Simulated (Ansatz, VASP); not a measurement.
## Ru in VASP and in Ansatz

```
Ru
1.0
    -1.59443    1.59443    1.59443
     1.59443   -1.59443    1.59443
     1.59443    1.59443   -1.59443
Ru
1
Cartesian
  0.0000 0.0000 0.0000
```

Alike in both runs: task single point; functional RPBE; k mesh 16 × 16 × 16; occupations fermi-dirac, width 0.1 eV; no spin polarisation.

```csv
,VASP,Ansatz
version,VASP 6.6.1,Ansatz 0.2.0
potentials or method,"VASP PAW PBE potentials, release 64 (Ru_pv), cutoff 520 eV","plane waves (420 eV) with PAW, scalar-relativistic"
valence electrons in the cell,14,16
```

Ansatz gave:

```
pressure (GPa) : -22.2
```

Q: Which values does VASP return?

A: Pressure (GPa): -22.3.

VASP's potentials were made for PBE, not for RPBE. The functional is the same, so the differences come from potentials, cutoffs and numerics. VASP's potentials hold 14 valence electrons a cell and Ansatz's 16, so a difference there can come from the potentials and not from the codes.
